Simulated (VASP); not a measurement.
# Li2O (Fm-3m) in VASP: single point with PBE

Aim: the single point of Li2O with PBE.

All numbers are computed with VASP 6.6.1; they aren't measurements. Logs are shortened: lines on timing, memory, paths and dates and some standing lists are left out, and cuts for length are marked.

## (1) The cell of the first run

It takes space group Fm-3m (No. 225, cubic). Conventional cell: a = 4.626 Å, b = 4.626 Å, c = 4.626 Å, α = 90.00°, β = 90.00°, γ = 90.00°. Within 2.7 Å of Li (site symmetry -43m) lie 4 O at 2.00 Å and 6 Li at 2.31 Å. O (site symmetry m-3m) has 8 Li at 2.00 Å within 2.7 Å.

## (2) Single point, PBE

The input, INCAR:

```
SYSTEM = Li2O
ALGO = Normal
EDIFF = 1E-6
ENCUT = 750
GGA = PE
GGA_COMPAT = .FALSE.
ISIF = 2
ISMEAR = 0
LASPH = .TRUE.
LCHARG = .FALSE.
LREAL = .FALSE.
LWAVE = .FALSE.
NBANDS = 66
NELM = 120
PREC = Accurate
SIGMA = 0.02
```

The input, KPOINTS:

```
k-points
0
G
  3 3 3
  0 0 0
```

The input, POSCAR:

```
Li2O
1.0
    0.0000000000      4.6260507815      4.6260507815
    4.6260507815      0.0000000000      4.6260507815
    4.6260507815      4.6260507815      0.0000000000
Li O
16 8
Direct
    0.1250000000      0.1250000000      0.1250000000
    0.1250000000      0.1250000000      0.6250000000
    0.1250000000      0.6250000000      0.1250000000
    0.1250000000      0.6250000000      0.6250000000
    0.6250000000      0.1250000000      0.1250000000
    0.6250000000      0.1250000000      0.6250000000
    0.6250000000      0.6250000000      0.1250000000
    0.6250000000      0.6250000000      0.6250000000
    0.3750000000      0.3750000000      0.3750000000
    0.3750000000      0.3750000000      0.8750000000
    0.3750000000      0.8750000000      0.3750000000
    0.3750000000      0.8750000000      0.8750000000
    0.8750000000      0.3750000000      0.3750000000
    0.8750000000      0.3750000000      0.8750000000
    0.8750000000      0.8750000000      0.3750000000
    0.8750000000      0.8750000000      0.8750000000
    0.5000000000      0.0000000000      0.0000000000
    0.5000000000      0.0000000000      0.5000000000
    0.5000000000      0.5000000000      0.0000000000
    0.5000000000      0.5000000000      0.5000000000
    0.0000000000      0.0000000000      0.0000000000
    0.0000000000      0.0000000000      0.5000000000
    0.0000000000      0.5000000000      0.0000000000
    0.0000000000      0.5000000000      0.5000000000
```

Potentials or basis: VASP PAW PBE potentials, release 64 (Li_sv, O).

The run is started by

```
$ cat potpaw_PBE.64/Li_sv/POTCAR potpaw_PBE.64/O/POTCAR > POTCAR
$ mpirun -np 1 vasp_std > vasp.out
```

OUTCAR:

```text
SYSTEM = Li2O
   EDIFF = 1E-6
   ENCUT = 750
   GGA = PE
   ISIF = 2
   ISMEAR = 0
   LASPH = .TRUE.
   LREAL = .FALSE.
   NELM = 120
   PREC = Accurate

 ion  position               nearest neighbor table
   1  0.125  0.125  0.125-  17 2.00  21 2.00  22 2.00  23 2.00  14 2.31  15 2.31  10 2.31  11 2.31
                            12 2.31  13 2.31
   2  0.125  0.125  0.625-  18 2.00  21 2.00  22 2.00  24 2.00  14 2.31  16 2.31   9 2.31  11 2.31
                            12 2.31  13 2.31
   3  0.125  0.625  0.125-  19 2.00  21 2.00  23 2.00  24 2.00  15 2.31  16 2.31   9 2.31  10 2.31
                            12 2.31  13 2.31
   4  0.125  0.625  0.625-  20 2.00  22 2.00  23 2.00  24 2.00  15 2.31  16 2.31   9 2.31  10 2.31
                            11 2.31  14 2.31
   5  0.625  0.125  0.125-  17 2.00  18 2.00  19 2.00  21 2.00  15 2.31  16 2.31   9 2.31  10 2.31
                            11 2.31  14 2.31
   6  0.625  0.125  0.625-  17 2.00  18 2.00  20 2.00  22 2.00  15 2.31  16 2.31   9 2.31  10 2.31
                            12 2.31  13 2.31
   7  0.625  0.625  0.125-  17 2.00  19 2.00  20 2.00  23 2.00  14 2.31  16 2.31   9 2.31  11 2.31
                            12 2.31  13 2.31
   8  0.625  0.625  0.625-  18 2.00  19 2.00  20 2.00  24 2.00  14 2.31  15 2.31  10 2.31  11 2.31
                            12 2.31  13 2.31
   9  0.375  0.375  0.375-  18 2.00  19 2.00  20 2.00  24 2.00   6 2.31   7 2.31   2 2.31   3 2.31
                             4 2.31   5 2.31
  10  0.375  0.375  0.875-  17 2.00  19 2.00  20 2.00  23 2.00   6 2.31   8 2.31   1 2.31   3 2.31
                             4 2.31   5 2.31
  11  0.375  0.875  0.375-  17 2.00  18 2.00  20 2.00  22 2.00   7 2.31   8 2.31   1 2.31   2 2.31
                             4 2.31   5 2.31
  12  0.375  0.875  0.875-  17 2.00  18 2.00  19 2.00  21 2.00   7 2.31   8 2.31   1 2.31   2 2.31
                             3 2.31   6 2.31
  13  0.875  0.375  0.375-  20 2.00  22 2.00  23 2.00  24 2.00   7 2.31   8 2.31   1 2.31   2 2.31
                             3 2.31   6 2.31
  14  0.875  0.375  0.875-  19 2.00  21 2.00  23 2.00  24 2.00   7 2.31   8 2.31   1 2.31   2 2.31
                             4 2.31   5 2.31
  15  0.875  0.875  0.375-  18 2.00  21 2.00  22 2.00  24 2.00   6 2.31   8 2.31   1 2.31   3 2.31
                             4 2.31   5 2.31
  16  0.875  0.875  0.875-  17 2.00  21 2.00  22 2.00  23 2.00   6 2.31   7 2.31   2 2.31   3 2.31
                             4 2.31   5 2.31
  17  0.500  0.000  0.000-   1 2.00   5 2.00   6 2.00   7 2.00  10 2.00  11 2.00  12 2.00  16 2.00

  18  0.500  0.000  0.500-   2 2.00   5 2.00   6 2.00   8 2.00   9 2.00  11 2.00  12 2.00  15 2.00

  19  0.500  0.500  0.000-   3 2.00   5 2.00   7 2.00   8 2.00   9 2.00  10 2.00  12 2.00  14 2.00

  20  0.500  0.500  0.500-   4 2.00   6 2.00   7 2.00   8 2.00   9 2.00  10 2.00  11 2.00  13 2.00

  21  0.000  0.000  0.000-   1 2.00   2 2.00   3 2.00   5 2.00  12 2.00  14 2.00  15 2.00  16 2.00

  22  0.000  0.000  0.500-   1 2.00   2 2.00   4 2.00   6 2.00  11 2.00  13 2.00  15 2.00  16 2.00

  23  0.000  0.500  0.000-   1 2.00   3 2.00   4 2.00   7 2.00  10 2.00  13 2.00  14 2.00  16 2.00

  24  0.000  0.500  0.500-   2 2.00   3 2.00   4 2.00   8 2.00   9 2.00  13 2.00  14 2.00  15 2.00

  LATTYP: Found a face centered cubic cell.
 ALAT       =     9.2521015630

  Lattice vectors:

 A1 = (   0.0000000000,   4.6260507815,   4.6260507815)
 A2 = (   4.6260507815,   0.0000000000,   4.6260507815)
 A3 = (   4.6260507815,   4.6260507815,   0.0000000000)

Analysis of symmetry for initial positions (statically):
=====================================================================
 Subroutine PRICEL returns following result:

  LATTYP: Found a face centered cubic cell.
 ALAT       =     4.6260507815

  Lattice vectors:

 A1 = (   0.0000000000,   2.3130253908,   2.3130253908)
 A2 = (   2.3130253908,   0.0000000000,   2.3130253908)
 A3 = (   2.3130253908,   2.3130253908,   0.0000000000)

   8 primitive cells build up your supercell.

 Routine SETGRP: Setting up the symmetry group for a
 face centered cubic supercell.

 Subroutine GETGRP returns: Found 48 space group operations
 (whereof 48 operations were pure point group operations)
 out of a pool of 48 trial point group operations.

The static configuration has the point symmetry O_h .

Analysis of symmetry for dynamics (positions and initial velocities):
=====================================================================
 Subroutine PRICEL returns following result:

  LATTYP: Found a face centered cubic cell.
 ALAT       =     4.6260507815

  Lattice vectors:

 A1 = (   0.0000000000,   2.3130253908,   2.3130253908)
 A2 = (   2.3130253908,   0.0000000000,   2.3130253908)
 A3 = (   2.3130253908,   2.3130253908,   0.0000000000)

   8 primitive cells build up your supercell.

 Routine SETGRP: Setting up the symmetry group for a
 face centered cubic supercell.

 Subroutine GETGRP returns: Found 48 space group operations
 (whereof 48 operations were pure point group operations)
 out of a pool of 48 trial point group operations.

The dynamic configuration has the point symmetry O_h .

 Subroutine INISYM returns: Found 48 space group operations
 (whereof 48 operations are pure point group operations),
 and found     8 'primitive' translations

----------------------------------------------------------------------------------------

                                     Primitive cell

  volume of cell :      24.7498

  direct lattice vectors                    reciprocal lattice vectors
     0.000000000  2.313025391  2.313025391    -0.216167104  0.216167104  0.216167104
     2.313025391  0.000000000  2.313025391     0.216167104 -0.216167104  0.216167104
     2.313025391  2.313025391  0.000000000     0.216167104  0.216167104 -0.216167104

  length of vectors
     3.271111878  3.271111878  3.271111878     0.374412407  0.374412407  0.374412407

  position of ions in fractional coordinates (direct lattice)
     0.250000000  0.250000000  0.250000000
     0.750000000  0.750000000  0.750000000
     0.000000000  0.000000000  0.000000000

  ion indices of the primitive-cell ions
   primitive index   ion index
                 1           1
                 2           9
                 3          21

----------------------------------------------------------------------------------------

 KPOINTS: k-points

Automatic generation of k-mesh.
 Grid dimensions read from file:
 generate k-points for:    3    3    3

 Generating k-lattice:

  Cartesian coordinates                     Fractional coordinates (reciprocal lattice)
    -0.036027851  0.036027851  0.036027851     0.333333333  0.000000000  0.000000000
     0.036027851 -0.036027851  0.036027851     0.000000000  0.333333333  0.000000000
     0.036027851  0.036027851 -0.036027851     0.000000000  0.000000000  0.333333333

  Length of vectors
     0.062402068  0.062402068  0.062402068

  Shift w.r.t. Gamma in fractional coordinates (k-lattice)
     0.000000000  0.000000000  0.000000000

 Subroutine IBZKPT returns following result:
 ===========================================

 Found      4 irreducible k-points:

 Following reciprocal coordinates:
            Coordinates               Weight
  0.000000  0.000000  0.000000      1.000000
  0.333333  0.000000  0.000000      8.000000
  0.333333  0.333333  0.000000      6.000000
 -0.333333  0.333333  0.000000     12.000000
   k-points           NKPTS =      4   k-points in BZ     NKDIM =      4   number of bands    NBANDS=     66
   number of dos      NEDOS =    301   number of ions     NIONS =     24
   total plane-waves  NPLWV = 216000
   dimension x,y,z NGX =    60 NGY =   60 NGZ =   60
   dimension x,y,z NGXF=   120 NGYF=  120 NGZF=  120
   ions per type =              16   8
   NGX,Y,Z   is equivalent  to a cutoff of  15.25, 15.25, 15.25 a.u.
   NGXF,Y,Z  is equivalent  to a cutoff of  30.49, 30.49, 30.49 a.u.
 SYSTEM =  Li2O
   PREC   = accura    normal or accurate (medium, high low for compatibility)
   ISTART =      0    job   : 0-new  1-cont  2-samecut
   ICHARG =      2    charge: 1-file 2-atom 10-const
   ISPIN  =      1    spin polarized calculation?
   LNONCOLLINEAR =      F non collinear calculations
   LSORBIT =      F    spin-orbit coupling
   LASPH  =      T    aspherical Exc in radial PAW
   ENCUT  =  750.0 eV  55.12 Ry    7.42 a.u.  14.61 14.61 14.61*2*pi/ulx,y,z
   NELM   =    120;   NELMIN=  2; NELMDL= -5     # of ELM steps
   EDIFF  = 0.1E-05   stopping-criterion for ELM
   LREAL  =      F    real-space projection
   EDIFFG = 0.1E-04   stopping-criterion for IOM
   NSW    =      0    number of steps for IOM
   IBRION =     -1    ionic relax: 0-MD 1-quasi-New 2-CG
   NFREE  =      0    steps in history (QN), initial steepest desc. (CG)
   ISIF   =      2    stress and relaxation
   ISYM   =      2    0-nonsym 1-usesym 2-fastsym
   POTIM  = 0.5000    time-step for ionic-motion
   TEBEG  =    0.0;   TEEND  =   0.0 temperature during run
   PSTRESS=    0.0 pullay stress
   NELECT =      96.0000    total number of electrons
   NUPDOWN=      -1.0000    fix difference up-down
   EMIN   =  10.00;   EMAX   =-10.00  energy-range for DOS
   EFERMI =   0.00;   METHOD = LEGACY
   ISMEAR =     0;   SIGMA  =   0.02  broadening in eV -4-tet -1-fermi 0-gaus
   EFERMI_NEDOS =   21; number of points for ismear=-14 and -15
   IALGO  =     38    algorithm
   IMIX   =      4    mixing-type and parameters
     AMIX     =   0.40;   BMIX     =  1.00
     AMIX_MAG =   1.60;   BMIX_MAG =  1.00
  volume/ion in A,a.u.               =       8.25        55.67
  Fermi-wavevector in a.u.,A,eV,Ry     =   1.286110  2.430396 22.505117  1.654079
  Thomas-Fermi vector in A             =   2.418204
   LORBIT       =      0    0 simple, 1 ext, 2 COOP (PROOUT), +10 PAW based schemes
   GGA     = PE    functional components
   LHFCALC =     F    Hartree Fock is set to
   AEXX    =    0.0000 exact exchange contribution
   IVDW    =     0    specifies the selected vdW correction
   LEPSILON=     F    determine dielectric tensor
   LRPA    =     F    only Hartree local field effects (RPA)
 non-spin polarized calculation
 Gauss-broadening in eV      SIGMA  =   0.02
  energy-cutoff  :      750.00
  volume of cell :      198.00
 maximum number of plane-waves:      9257
 NGX is ok and might be reduce to    60
   NGX = 29   NGY = 29   NGZ = 29

 number of electron      95.9999996 magnetization

 Free energy of the ion-electron system (eV)
  ---------------------------------------------------
  ext. energy  EPLUGINS =         0.00000000
  ---------------------------------------------------
  free energy    TOTEN  =      -114.84862831 eV

  energy without entropy =     -114.84862831  energy(sigma->0) =     -114.84862831

 E-fermi :   1.5042     XC(G=0):  -9.7346

 val. band max:        1.3114181173   @ k =   0.0000   0.0000   0.0000
 cond. band min:       6.2819669269   @ k =   0.0000   0.0000   0.0000
 fundamental gap:      4.9705488096
 Fermi energy:         1.5042280389

 k-point     1 :       0.0000    0.0000    0.0000
  band No.  band energies     occupation
      1     -41.6789      2.00000
      2     -41.5516      2.00000
      3     -41.5516      2.00000
      4     -41.5516      2.00000
      5     -41.5042      2.00000
      6     -41.5042      2.00000
[... 52 lines left out ...]
     59      11.0806      0.00000
     60      11.0806      0.00000

 k-point     2 :       0.3333    0.0000    0.0000
  band No.  band energies     occupation
      1     -41.6538      2.00000
      2     -41.5878      2.00000
      3     -41.5459      2.00000
      4     -41.5459      2.00000
      5     -41.5459      2.00000
      6     -41.5292      2.00000
[... 52 lines left out ...]
     59      11.8684      0.00000
     60      12.5163      0.00000

 k-point     3 :       0.3333    0.3333    0.0000
  band No.  band energies     occupation
      1     -41.6473      2.00000
      2     -41.5836      2.00000
      3     -41.5502      2.00000
      4     -41.5502      2.00000
      5     -41.5502      2.00000
      6     -41.5502      2.00000
[... 52 lines left out ...]
     59      11.5772      0.00000
     60      11.5772      0.00000

 k-point     4 :      -0.3333    0.3333    0.0000
  band No.  band energies     occupation
      1     -41.6169      2.00000
      2     -41.6000      2.00000
      3     -41.6000      2.00000
      4     -41.5559      2.00000
      5     -41.5559      2.00000
      6     -41.5003      2.00000
[... 52 lines left out ...]
     59      12.0491      0.00000
     60      12.3233      0.00000
 [bands above 60 left out]

------------------------ aborting loop because EDIFF is reached ----------------------------------------

  FORCE on cell =-STRESS in cart. coord.  units (eV):
  Direction    XX          YY          ZZ          XY          YZ          ZX
  --------------------------------------------------------------------------------------
  -------------------------------------------------------------------------------------
  Total       -0.4177045     -0.4177045     -0.4177045      0.0000000     -0.0000000      0.0000000
  in kB       -3.3800146     -3.3800146     -3.3800146      0.0000000     -0.0000000      0.0000000
  external PRESSURE =      -3.3800146 kB  Pullay stress =       0.0000000 kB

 VOLUME and BASIS-vectors are now :
 -----------------------------------------------------------------------------
  energy-cutoff  :      750.00
  volume of cell :      198.00
      direct lattice vectors                 reciprocal lattice vectors
     0.000000000  4.626050782  4.626050782    -0.108083552  0.108083552  0.108083552
     4.626050782  0.000000000  4.626050782     0.108083552 -0.108083552  0.108083552
     4.626050782  4.626050782  0.000000000     0.108083552  0.108083552 -0.108083552

 POSITION                                       TOTAL-FORCE (eV/Angst)
 -----------------------------------------------------------------------------------
      1.15651      1.15651      1.15651         0.000000     -0.000000      0.000000
      3.46954      3.46954      1.15651         0.000000      0.000000      0.000000
      3.46954      1.15651      3.46954         0.000000      0.000000     -0.000000
      5.78256      3.46954      3.46954         0.000000      0.000000      0.000000
      1.15651      3.46954      3.46954         0.000000      0.000000      0.000000
      3.46954      5.78256      3.46954         0.000000      0.000000      0.000000
[... 16 lines left out ...]
      2.31303      0.00000      2.31303        -0.000000      0.000000     -0.000000
      4.62605      2.31303      2.31303        -0.000000      0.000000     -0.000000
 -----------------------------------------------------------------------------------
    total drift:                               -0.000000      0.000000      0.000000

  FREE ENERGIE OF THE ION-ELECTRON SYSTEM (eV)
  ---------------------------------------------------
  free  energy   TOTEN  =      -114.8486283143 eV

  energy  without entropy=     -114.8486283143  energy(sigma->0) =     -114.84862831
```

Run time: 4.6 min. Hardware: 1 thread of Intel Xeon 8259CL, shared host; peak memory 0.51 GiB.

What came out:

```
Free energy            : -114.8486 eV
Pressure               : -0.3 GPa
Band gap on the k mesh : 4.97 eV
```

Levels at points of the mesh, in eV from the valence-band top:
| k point | band 44 | band 45 | band 46 | band 47 | band 48 | band 49 | band 50 | band 51 | band 52 | band 53 |
| --- | --- | --- | --- | --- | --- | --- | --- | --- | --- | --- |
| (0.00, 0.00, 0.00) | -0.44 | -0.44 | 0.00 | 0.00 | 0.00 | 4.97 | 4.97 | 4.97 | 5.24 | 9.18 |

Expect the measured gap to be larger: semilocal functionals such as PBE lack the derivative discontinuity.
